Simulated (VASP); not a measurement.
# AlN (R3m) in VASP: further runs, part 2 of 3

VASP 6.6.1. The steps go on from the part before.

## (3) Single point, PBE

INCAR

```
SYSTEM = AlN
ALGO     = Normal         ! electronic algorithm
EDIFF    = 1E-7           ! SCF threshold, eV
ENCUT    = 520            ! plane-wave cutoff, eV
GGA      = PE             ! functional
ISIF     = 2              ! what is computed and relaxed
ISMEAR   = 0              ! smearing method
LASPH    = .True.         ! aspherical terms in the spheres
LCHARG   = .False.        ! write CHGCAR
LREAL    = .False.        ! projectors in reciprocal space
LWAVE    = .False.        ! write WAVECAR
NBANDS   = 11             ! bands
NELM     = 80             ! most SCF steps
PREC     = Accurate       ! precision mode
SIGMA    = 0.05           ! smearing width, eV
```

KPOINTS

```
k-points
0
Gamma
  10 10 10
  0 0 0
```

POSCAR

```
AlN
1.0
    0.0000000000      2.1839935596      2.1839935596
    2.1839935596      0.0000000000      2.1839935596
    2.1839935596      2.1839935596      0.0000000000
Al N
1 1
Direct
   -0.0297399711     -0.0297399711     -0.0297399711
    0.7500000000      0.7500000000      0.7500000000
```

Potentials or basis: VASP PAW PBE potentials, release 64 (Al, N).

On the command line:

```sh
cat potpaw_PBE.64/Al/POTCAR potpaw_PBE.64/N/POTCAR > POTCAR
mpirun -np 1 vasp_std > vasp.out
```

OUTCAR:

```text
SYSTEM = AlN
   EDIFF = 1E-7
   ENCUT = 520
   GGA = PE
   ISIF = 2
   ISMEAR = 0
   LASPH = .True.
   LREAL = .False.
   NELM = 80
   PREC = Accurate

 ion  position               nearest neighbor table
   1  0.970  0.970  0.970-   2 1.67   2 1.98   2 1.98   2 1.98
   2  0.750  0.750  0.750-   1 1.67   1 1.98   1 1.98   1 1.98

  LATTYP: Found a face centered cubic cell.
 ALAT       =     4.3679871192

  Lattice vectors:

 A1 = (   0.0000000000,   2.1839935596,   2.1839935596)
 A2 = (   2.1839935596,   0.0000000000,   2.1839935596)
 A3 = (   2.1839935596,   2.1839935596,   0.0000000000)

Analysis of symmetry for initial positions (statically):
=====================================================================
 Subroutine PRICEL returns:
 Original cell was already a primitive cell.

 Routine SETGRP: Setting up the symmetry group for a
 face centered cubic supercell.

 Subroutine GETGRP returns: Found  6 space group operations
 (whereof  6 operations were pure point group operations)
 out of a pool of 48 trial point group operations.

The static configuration has the point symmetry C_3v.

Analysis of symmetry for dynamics (positions and initial velocities):
=====================================================================
 Subroutine PRICEL returns:
 Original cell was already a primitive cell.

 Routine SETGRP: Setting up the symmetry group for a
 face centered cubic supercell.

 Subroutine GETGRP returns: Found  6 space group operations
 (whereof  6 operations were pure point group operations)
 out of a pool of 48 trial point group operations.

The dynamic configuration has the point symmetry C_3v.

 Subroutine INISYM returns: Found  6 space group operations
 (whereof  6 operations are pure point group operations),
 and found     1 'primitive' translations

----------------------------------------------------------------------------------------

                                     Primitive cell

  volume of cell :      20.8345

  direct lattice vectors                    reciprocal lattice vectors
     0.000000000  2.183993560  2.183993560    -0.228938404  0.228938404  0.228938404
     2.183993560  0.000000000  2.183993560     0.228938404 -0.228938404  0.228938404
     2.183993560  2.183993560  0.000000000     0.228938404  0.228938404 -0.228938404

  length of vectors
     3.088633312  3.088633312  3.088633312     0.396532948  0.396532948  0.396532948

  position of ions in fractional coordinates (direct lattice)
     0.970260029  0.970260029  0.970260029
     0.750000000  0.750000000  0.750000000

  ion indices of the primitive-cell ions
   primitive index   ion index
                 1           1
                 2           2

----------------------------------------------------------------------------------------

 KPOINTS: k-points

Automatic generation of k-mesh.
 Grid dimensions read from file:
 generate k-points for:   10   10   10

 Generating k-lattice:

  Cartesian coordinates                     Fractional coordinates (reciprocal lattice)
    -0.022893840  0.022893840  0.022893840     0.100000000  0.000000000  0.000000000
     0.022893840 -0.022893840  0.022893840     0.000000000  0.100000000  0.000000000
     0.022893840  0.022893840 -0.022893840     0.000000000  0.000000000  0.100000000

  Length of vectors
     0.039653295  0.039653295  0.039653295

  Shift w.r.t. Gamma in fractional coordinates (k-lattice)
     0.000000000  0.000000000  0.000000000

 Subroutine IBZKPT returns following result:
 ===========================================

 Found    116 irreducible k-points:

 Following reciprocal coordinates:
            Coordinates               Weight
  0.000000  0.000000  0.000000      1.000000
  0.100000  0.000000  0.000000      6.000000
  0.100000  0.100000  0.100000      2.000000
  0.200000  0.000000  0.000000      6.000000
  0.200000  0.200000  0.200000      2.000000
  0.300000  0.000000  0.000000      6.000000
[... 16 lines left out ...]
  0.100000  0.100000 -0.400000      6.000000
  0.500000  0.400000  0.500000      6.000000
 [... further k-points ...]
   k-points           NKPTS =    116   k-points in BZ     NKDIM =    116   number of bands    NBANDS=     11
   number of dos      NEDOS =    301   number of ions     NIONS =      2
   total plane-waves  NPLWV =  13824
   dimension x,y,z NGX =    24 NGY =   24 NGZ =   24
   dimension x,y,z NGXF=    48 NGYF=   48 NGZF=   48
   ions per type =               1   1
   NGX,Y,Z   is equivalent  to a cutoff of  12.92, 12.92, 12.92 a.u.
   NGXF,Y,Z  is equivalent  to a cutoff of  25.84, 25.84, 25.84 a.u.
 SYSTEM =  AlN
   PREC   = accura    normal or accurate (medium, high low for compatibility)
   ISTART =      0    job   : 0-new  1-cont  2-samecut
   ICHARG =      2    charge: 1-file 2-atom 10-const
   ISPIN  =      1    spin polarized calculation?
   LNONCOLLINEAR =      F non collinear calculations
   LSORBIT =      F    spin-orbit coupling
   LASPH  =      T    aspherical Exc in radial PAW
   ENCUT  =  520.0 eV  38.22 Ry    6.18 a.u.   5.74  5.74  5.74*2*pi/ulx,y,z
   NELM   =     80;   NELMIN=  2; NELMDL= -5     # of ELM steps
   EDIFF  = 0.1E-06   stopping-criterion for ELM
   LREAL  =      F    real-space projection
   EDIFFG = 0.1E-05   stopping-criterion for IOM
   NSW    =      0    number of steps for IOM
   IBRION =     -1    ionic relax: 0-MD 1-quasi-New 2-CG
   NFREE  =      0    steps in history (QN), initial steepest desc. (CG)
   ISIF   =      2    stress and relaxation
   ISYM   =      2    0-nonsym 1-usesym 2-fastsym
   POTIM  = 0.5000    time-step for ionic-motion
   TEBEG  =    0.0;   TEEND  =   0.0 temperature during run
   PSTRESS=    0.0 pullay stress
   NELECT =       8.0000    total number of electrons
   NUPDOWN=      -1.0000    fix difference up-down
   EMIN   =  10.00;   EMAX   =-10.00  energy-range for DOS
   EFERMI =   0.00;   METHOD = LEGACY
   ISMEAR =     0;   SIGMA  =   0.05  broadening in eV -4-tet -1-fermi 0-gaus
   EFERMI_NEDOS =   21; number of points for ismear=-14 and -15
   IALGO  =     38    algorithm
   IMIX   =      4    mixing-type and parameters
     AMIX     =   0.40;   BMIX     =  1.00
     AMIX_MAG =   1.60;   BMIX_MAG =  1.00
  volume/ion in A,a.u.               =      10.42        70.30
  Fermi-wavevector in a.u.,A,eV,Ry     =   1.189899  2.248583 19.263943  1.415860
  Thomas-Fermi vector in A             =   2.325996
   LORBIT       =      0    0 simple, 1 ext, 2 COOP (PROOUT), +10 PAW based schemes
   GGA     = PE    functional components
   LHFCALC =     F    Hartree Fock is set to
   AEXX    =    0.0000 exact exchange contribution
   IVDW    =     0    specifies the selected vdW correction
   LEPSILON=     F    determine dielectric tensor
   LRPA    =     F    only Hartree local field effects (RPA)
 non-spin polarized calculation
 Gauss-broadening in eV      SIGMA  =   0.05
  energy-cutoff  :      520.00
  volume of cell :       20.83
 maximum number of plane-waves:       571
   NGX = 11   NGY = 11   NGZ = 11

 number of electron       8.0000000 magnetization

 Free energy of the ion-electron system (eV)
  ---------------------------------------------------
  ext. energy  EPLUGINS =         0.00000000
  ---------------------------------------------------
  free energy    TOTEN  =       -14.30137372 eV

  energy without entropy =      -14.30137372  energy(sigma->0) =      -14.30137372

 E-fermi :   6.5318     XC(G=0): -10.9251

 val. band max:        6.2432091204   @ k =   0.0000   0.0000   0.0000
 cond. band min:       9.2667875510   @ k =   0.5000   0.5000   0.0000
 fundamental gap:      3.0235784306
 Fermi energy:         6.5317914452

 k-point     1 :       0.0000    0.0000    0.0000
  band No.  band energies     occupation
      1      -9.0352      2.00000
      2       5.2763      2.00000
      3       6.2432      2.00000
      4       6.2432      2.00000
      5      10.0564      0.00000
      6      18.4618      0.00000
      7      18.4618      0.00000
      8      18.7247      0.00000
      9      23.3900      0.00000
     10      23.3900      0.00000
     11      25.0069      0.00000
[... 309 lines left out ...]
 k-point    24 :       0.5000    0.4000    0.5000
  band No.  band energies     occupation
      1      -6.9201      2.00000
      2       0.0764      2.00000
      3       5.2702      2.00000
      4       5.5992      2.00000
      5      13.3794      0.00000
      6      14.7961      0.00000
      7      17.6248      0.00000
      8      17.7001      0.00000
      9      23.5137      0.00000
     10      25.5347      0.00000
     11      26.1949      0.00000

 [... further k-points ...]

------------------------ aborting loop because EDIFF is reached ----------------------------------------

  FORCE on cell =-STRESS in cart. coord.  units (eV):
  Direction    XX          YY          ZZ          XY          YZ          ZX
  --------------------------------------------------------------------------------------
  -------------------------------------------------------------------------------------
  Total        1.7662915      1.7662915      1.7662915      2.1485303      2.1485303      2.1485303
  in kB      135.8278729    135.8278729    135.8278729    165.2220478    165.2220478    165.2220478
  external PRESSURE =     135.8278729 kB  Pullay stress =       0.0000000 kB

 VOLUME and BASIS-vectors are now :
 -----------------------------------------------------------------------------
  energy-cutoff  :      520.00
  volume of cell :       20.83
      direct lattice vectors                 reciprocal lattice vectors
     0.000000000  2.183993560  2.183993560    -0.228938404  0.228938404  0.228938404
     2.183993560  0.000000000  2.183993560     0.228938404 -0.228938404  0.228938404
     2.183993560  2.183993560  0.000000000     0.228938404  0.228938404 -0.228938404

 POSITION                                       TOTAL-FORCE (eV/Angst)
 -----------------------------------------------------------------------------------
      4.23808      4.23808      4.23808         3.299842      3.299842      3.299842
      3.27599      3.27599      3.27599        -3.299842     -3.299842     -3.299842
 -----------------------------------------------------------------------------------
    total drift:                                0.000085      0.000085      0.000085

  FREE ENERGIE OF THE ION-ELECTRON SYSTEM (eV)
  ---------------------------------------------------
  free  energy   TOTEN  =       -14.3013737238 eV

  energy  without entropy=      -14.3013737238  energy(sigma->0) =      -14.30137372
```

Run time: 12 s. Hardware: 1 thread of Intel Xeon Platinum 8488C (Sapphire Rapids), shared host; peak memory 0.15 GiB.

What came out:

* Free energy: -14.3014 eV
* Pressure: 13.6 GPa
* Largest force: 5.715 eV/Å
* Band gap on the k mesh: 3.02 eV, indirect (least direct gap 3.81 eV)

Forces in eV/Å, atoms in the order of the input:
```
Al   3.300  3.300  3.300
N   -3.300 -3.300 -3.300
```

Stress tensor (GPa, compression positive):
```
13.58 16.52 16.52
16.52 13.58 16.52
16.52 16.52 13.58
```

Caveat: the cell differs from its parent crystal (all Al atoms moved +0.225 Å, as atom 1 towards its neighbour atom 2 (N) at 1.891 Å); forces of over 1 eV/Å act on the atoms, so gaps and moduli don't describe the material at rest.

## (4) Single point, PBE

INCAR

```
SYSTEM = AlN
PREC = Accurate
ENCUT = 520
EDIFF = 1E-6
ISMEAR = 0
SIGMA = 0.05
LREAL = .False.
LASPH = .True.
NELM = 60
ALGO = Normal
ISIF = 2
LWAVE = .False.
LCHARG = .False.
GGA = PE
NBANDS = 11
```

KPOINTS

```
regular mesh
0
Gamma
  10 10 10
  0 0 0
```

Edit POSCAR of step 3 so:

```diff
@@ -8,3 +8,3 @@
 Direct
-   -0.0297399711     -0.0297399711     -0.0297399711
+   -0.0396532948     -0.0396532948     -0.0396532948
     0.7500000000      0.7500000000      0.7500000000
```

On the command line:

```sh
cat potpaw_PBE.64/Al/POTCAR potpaw_PBE.64/N/POTCAR > POTCAR
mpirun -np 1 vasp_std > vasp.out
```

It took 12 s on 1 thread of Intel Xeon Platinum 8488C (Sapphire Rapids), shared host; peak memory 0.15 GiB.

It converged, with:

* Free energy: -13.7483 eV
* Pressure: 22.5 GPa
* Largest force: 9.218 eV/Å
* Band gap on the k mesh: 2.97 eV, indirect (least direct gap 3.70 eV)

Forces in eV/Å, atoms in the order of the input:
```
Al   5.322  5.322  5.322
N   -5.322 -5.322 -5.322
```

Stress tensor (GPa, compression positive):
```
22.50 27.04 27.04
27.04 22.50 27.04
27.04 27.04 22.50
```

Levels at points of the mesh, in eV from the valence-band top:
| k point | band 2 | band 3 | band 4 | band 5 | band 6 | band 7 |
| --- | --- | --- | --- | --- | --- | --- |
| (0.00, 0.00, 0.00) | -1.21 | 0.00 | 0.00 | 3.70 | 12.16 | 12.16 |
| (0.50, 0.00, 0.00) | -6.05 | -1.37 | -0.52 | 6.80 | 9.37 | 10.37 |
| (0.50, 0.50, 0.50) | -6.45 | -0.48 | -0.48 | 6.65 | 9.00 | 11.03 |
| (0.50, 0.50, 0.00) | -5.24 | -2.27 | -1.84 | 2.97 | 7.98 | 13.02 |

Caveat: the cell differs from its parent crystal (all Al atoms moved +0.300 Å, as atom 1 towards its neighbour atom 2 (N) at 1.891 Å); forces of over 1 eV/Å act on the atoms, so gaps and moduli don't describe the material at rest. A k mesh can miss the band edges.

(Part 2 of 3 ends here.)
